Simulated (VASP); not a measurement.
# Ni (Pm-3m) in VASP: notebook

Runs on Ni. Level: PBEsol. Tasks: single point, relaxation of cell and atoms.

Program: VASP 6.6.1. These are calculated values, not measurements. Logs are shortened: lines on timing, memory, paths and dates and some standing lists are left out, and cuts for length are marked.

## 1. The cell of the first run

It takes space group Pm-3m (No. 221, cubic). Conventional cell: a = 2.191 Å, b = 2.191 Å, c = 2.191 Å, α = 90.00°, β = 90.00°, γ = 90.00°. Ni (site symmetry m-3m) has 6 Ni at 2.19 Å within 2.9 Å.

## 2. Single point, PBEsol (volume scaled by 0.88)

The input, INCAR:

```
ALGO = Normal ; EDIFF = 1E-6
ENCUT = 520 ; GGA = PS
ISIF = 2 ; ISMEAR = -1
LASPH = T ; LCHARG = T
LELF = T ; LREAL = F
LVHAR = T ; LWAVE = F
NBANDS = 11 ; NELM = 80
PREC = Accurate ; SIGMA = 0.1
```

The input, KPOINTS:

```
k-points
0
Gamma
  15 15 15
```

The input, POSCAR:

```
Ni
1.0
    2.1914688564      0.0000000000      0.0000000000
    0.0000000000      2.1914688564      0.0000000000
    0.0000000000      0.0000000000      2.1914688564
Ni
1
Direct
    0.0000000000      0.0000000000      0.0000000000
```

Potentials or basis: VASP PAW PBE potentials, release 64 (Ni).

The run is started by

```console
$ cat potpaw_PBE.64/Ni/POTCAR > POTCAR
$ mpirun -np 1 vasp_std > vasp.out
```

OUTCAR:

```text
EDIFF = 1E-6
   ENCUT = 520
   GGA = PS
   ISIF = 2
   ISMEAR = -1
   LASPH = T
   LREAL = F
   NELM = 80
   PREC = Accurate

 ion  position               nearest neighbor table
   1  0.000  0.000  0.000-

  LATTYP: Found a simple cubic cell.
 ALAT       =     2.1914688564

  Lattice vectors:

 A1 = (   2.1914688564,   0.0000000000,   0.0000000000)
 A2 = (   0.0000000000,   2.1914688564,   0.0000000000)
 A3 = (   0.0000000000,   0.0000000000,   2.1914688564)

Analysis of symmetry for initial positions (statically):
=====================================================================
 Subroutine PRICEL returns:
 Original cell was already a primitive cell.

 Routine SETGRP: Setting up the symmetry group for a
 simple cubic supercell.

 Subroutine GETGRP returns: Found 48 space group operations
 (whereof 48 operations were pure point group operations)
 out of a pool of 48 trial point group operations.

The static configuration has the point symmetry O_h .

Analysis of symmetry for dynamics (positions and initial velocities):
=====================================================================
 Subroutine PRICEL returns:
 Original cell was already a primitive cell.

 Routine SETGRP: Setting up the symmetry group for a
 simple cubic supercell.

 Subroutine GETGRP returns: Found 48 space group operations
 (whereof 48 operations were pure point group operations)
 out of a pool of 48 trial point group operations.

The dynamic configuration has the point symmetry O_h .

 Subroutine INISYM returns: Found 48 space group operations
 (whereof 48 operations are pure point group operations),
 and found     1 'primitive' translations

----------------------------------------------------------------------------------------

                                     Primitive cell

  volume of cell :      10.5246

  direct lattice vectors                    reciprocal lattice vectors
     2.191468856  0.000000000  0.000000000     0.456314949  0.000000000  0.000000000
     0.000000000  2.191468856  0.000000000     0.000000000  0.456314949  0.000000000
     0.000000000  0.000000000  2.191468856     0.000000000  0.000000000  0.456314949

  length of vectors
     2.191468856  2.191468856  2.191468856     0.456314949  0.456314949  0.456314949
[... 79 lines left out ...]
   EDIFF  = 0.1E-05   stopping-criterion for ELM
   LREAL  =      F    real-space projection
   EDIFFG = 0.1E-04   stopping-criterion for IOM
   NSW    =      0    number of steps for IOM
   IBRION =     -1    ionic relax: 0-MD 1-quasi-New 2-CG
   NFREE  =      0    steps in history (QN), initial steepest desc. (CG)
   ISIF   =      2    stress and relaxation
   ISYM   =      2    0-nonsym 1-usesym 2-fastsym
   POTIM  = 0.5000    time-step for ionic-motion
   TEBEG  =    0.0;   TEEND  =   0.0 temperature during run
   PSTRESS=    0.0 pullay stress
   NELECT =      10.0000    total number of electrons
   NUPDOWN=      -1.0000    fix difference up-down
   EMIN   =  10.00;   EMAX   =-10.00  energy-range for DOS
   EFERMI =   0.00;   METHOD = LEGACY
   ISMEAR =    -1;   SIGMA  =   0.10  broadening in eV -4-tet -1-fermi 0-gaus
   EFERMI_NEDOS =   21; number of points for ismear=-14 and -15
   IALGO  =     38    algorithm
   IMIX   =      4    mixing-type and parameters
     AMIX     =   0.40;   BMIX     =  1.00
     AMIX_MAG =   1.60;   BMIX_MAG =  1.00
  volume/ion in A,a.u.               =      10.52        71.02
  Fermi-wavevector in a.u.,A,eV,Ry     =   1.609433  3.041387 35.242819  2.590274
  Thomas-Fermi vector in A             =   2.705144
   LORBIT       =      0    0 simple, 1 ext, 2 COOP (PROOUT), +10 PAW based schemes
   GGA     = PS    functional components
   LHFCALC =     F    Hartree Fock is set to
   AEXX    =    0.0000 exact exchange contribution
   IVDW    =     0    specifies the selected vdW correction
   LEPSILON=     F    determine dielectric tensor
   LRPA    =     F    only Hartree local field effects (RPA)
 non-spin polarized calculation
  energy-cutoff  :      520.00
  volume of cell :       10.52
 maximum number of plane-waves:       292
   NGX =  9   NGY =  9   NGZ =  9

 number of electron      10.0000028 magnetization

 Free energy of the ion-electron system (eV)
  ---------------------------------------------------
  ext. energy  EPLUGINS =         0.00000000
  ---------------------------------------------------
  free energy    TOTEN  =        -5.28739789 eV

  energy without entropy =       -5.22457725  energy(sigma->0) =       -5.25598757

 E-fermi :   9.6907     XC(G=0): -13.5351

 val. band max:        9.6826046816   @ k =   0.1333   0.0667   0.0667
 cond. band min:       9.6938756410   @ k =   0.3333   0.2667   0.0667
 fundamental gap:      0.0112709594
 Fermi energy:         9.6907015601

 k-point     1 :       0.0000    0.0000    0.0000
  band No.  band energies     occupation
      1       0.5049      2.00000
      2       5.4489      2.00000
      3       5.4489      2.00000
      4       9.7903      0.53954
      5       9.7903      0.53953
      6       9.7903      0.53953
      7      31.3919      0.00000
      8      31.3919      0.00000
      9      31.3919      0.00000
     10      35.6988      0.00000
     11      35.6988      0.00000
[... 309 lines left out ...]
 k-point    24 :       0.3333    0.2000    0.0000
  band No.  band energies     occupation
      1       4.5535      2.00000
      2       6.2296      2.00000
      3       7.1906      2.00000
      4       8.8043      1.99972
      5       9.0574      1.99645
      6       9.4245      1.86952
      7      18.9089      0.00000
      8      27.1475      0.00000
      9      36.6408      0.00000
     10      37.6992      0.00000
     11      38.3122      0.00000

 [... further k-points ...]

------------------------ aborting loop because EDIFF is reached ----------------------------------------

  FORCE on cell =-STRESS in cart. coord.  units (eV):
  Direction    XX          YY          ZZ          XY          YZ          ZX
  --------------------------------------------------------------------------------------
  -------------------------------------------------------------------------------------
  Total        1.9008834      1.9008834      1.9008834     -0.0000000     -0.0000000      0.0000000
  in kB      289.3744257    289.3744257    289.3744257     -0.0000000     -0.0000000      0.0000000
  external PRESSURE =     289.3744257 kB  Pullay stress =       0.0000000 kB

 VOLUME and BASIS-vectors are now :
 -----------------------------------------------------------------------------
  energy-cutoff  :      520.00
  volume of cell :       10.52
      direct lattice vectors                 reciprocal lattice vectors
     2.191468856  0.000000000  0.000000000     0.456314949  0.000000000  0.000000000
     0.000000000  2.191468856  0.000000000     0.000000000  0.456314949  0.000000000
     0.000000000  0.000000000  2.191468856     0.000000000  0.000000000  0.456314949

 POSITION                                       TOTAL-FORCE (eV/Angst)
 -----------------------------------------------------------------------------------
      0.00000      0.00000      0.00000         0.000000      0.000000      0.000000
 -----------------------------------------------------------------------------------
    total drift:                               -0.000000      0.000000      0.000000

  FREE ENERGIE OF THE ION-ELECTRON SYSTEM (eV)
  ---------------------------------------------------
  free  energy   TOTEN  =        -5.2873978850 eV

  energy  without entropy=       -5.2245772542  energy(sigma->0) =       -5.25598757
```

OSZICAR:

```text
N       E                     dE             d eps       ncg     rms          rms(c)
DAV:   1     0.294557106669E+02    0.29456E+02   -0.49669E+03  2723   0.127E+03
DAV:   2    -0.521872722894E+01   -0.34674E+02   -0.32850E+02  2715   0.173E+02
DAV:   3    -0.618214127141E+01   -0.96341E+00   -0.95848E+00  2996   0.329E+01
DAV:   4    -0.619060770928E+01   -0.84664E-02   -0.84646E-02  2953   0.280E+00
DAV:   5    -0.619078035481E+01   -0.17265E-03   -0.17264E-03  2959   0.370E-01    0.102E+01
DAV:   6    -0.555361283694E+01    0.63717E+00   -0.10834E+01  3072   0.489E+01    0.517E+00
DAV:   7    -0.530712937558E+01    0.24648E+00   -0.17640E+00  3051   0.189E+01    0.216E+00
DAV:   8    -0.528863906341E+01    0.18490E-01   -0.20858E-02  3669   0.126E+00    0.511E-01
DAV:   9    -0.528737961136E+01    0.12595E-02   -0.16341E-03  3868   0.283E-01    0.516E-02
DAV:  10    -0.528739853103E+01   -0.18920E-04   -0.21531E-05  2822   0.592E-02    0.126E-02
DAV:  11    -0.528739788502E+01    0.64601E-06   -0.22529E-07  1863   0.413E-03
   1 F= -.52873979E+01 E0= -.52559876E+01  d E =-.628206E-01
```

stdout:

```text
POSCAR found type information on POSCAR Ni
 POSCAR found :  1 types and       1 ions
 scaLAPACK will be used
 -----------------------------------------------------------------------------
|                                                                             |
|                                                                             |
|     You enforced a specific xc type in the INCAR file but a different       |
|     I HOPE YOU KNOW WHAT YOU ARE DOING!                                     |
|                                                                             |
 -----------------------------------------------------------------------------

 LDA part: xc-table for (Slater+PW92), standard interpolation
 POSCAR, INCAR and KPOINTS ok, starting setup
 FFT: planning ... GRIDC
 FFT: planning ... GRID_SOFT
 FFT: planning ... GRID
 WAVECAR not read
 entering main loop
```

Wall time 4.7 s (1 thread of Intel Xeon 6975P-C, shared host); peak memory 0.12 GiB.

Results:

| Item | Value |
| --- | --- |
| Free energy | -5.2874 eV |
| Pressure | 28.9 GPa |
| Band gap on the k mesh | zero (band 5 reaches 10.67 eV, above the bottom of band 6 at 9.17 eV) |

Caveat: the cell differs from its parent crystal (volume scaled by 0.88); the PAW data sets were made with another functional, which shifts forces and pressure a little; the run has no spin polarisation, though such a crystal can be magnetic.

## 3. Single point, PBEsol

This run uses another cell than the first one, of 11.96 Å³/atom, 1.136 times its volume.

The input, INCAR:

```
SYSTEM = Ni
PREC = Accurate ; ENCUT = 520
EDIFF = 1E-6 ; ISMEAR = -1
SIGMA = 0.1 ; LREAL = .FALSE.
LASPH = .TRUE. ; NELM = 80
ALGO = Normal ; ISIF = 2
LWAVE = .FALSE. ; LCHARG = .FALSE.
GGA = PS ; NBANDS = 11
```

The input, KPOINTS:

```
regular mesh
0
G
  14 14 14
  0 0 0
```

The input, POSCAR:

```
Ni
1.0
    2.2868679032      0.0000000000      0.0000000000
    0.0000000000      2.2868679032      0.0000000000
    0.0000000000      0.0000000000      2.2868679032
Ni
1
Direct
    0.0000000000      0.0000000000      0.0000000000
```

Potentials or basis: VASP PAW PBE potentials, release 64 (Ni).

The run is started by

```console
$ cat potpaw_PBE.64/Ni/POTCAR > POTCAR
$ mpirun -np 1 vasp_std > vasp.out
```

Run time: 7.6 s. Hardware: 1 thread of Intel Xeon 6975P-C, shared host; peak memory 0.13 GiB.

The run converged. Its results:

```
Free energy            : -5.3989 eV
Pressure               : 0.0 GPa
Band gap on the k mesh : zero (band 5 reaches 8.75 eV, above the bottom of band 6 at 7.39 eV)
```

Levels at points of the mesh, in eV from the Fermi level:
```tsv
k point	band 2	band 3	band 4	band 5	band 6	band 7	band 8	band 9
(0.00, 0.00, 0.00)	-3.55	-3.55	0.07	0.07	0.07	20.10	20.10	20.10
(0.50, 0.00, 0.00)	-3.08	-1.16	-1.07	-1.07	0.17	4.09	25.01	27.45
(0.50, 0.50, 0.00)	-2.71	-0.84	-0.84	0.81	5.36	5.36	11.73	12.05
(0.50, 0.50, 0.50)	-3.16	-3.16	0.87	0.87	12.28	12.28	12.28	14.02
```

Caveat: the PAW data sets were made with another functional, which shifts forces and pressure a little; the run has no spin polarisation, though such a crystal can be magnetic. Spin polarisation is off, so any magnetic state and its effect on volume and gap are missing.

[end of part 1 of 2]
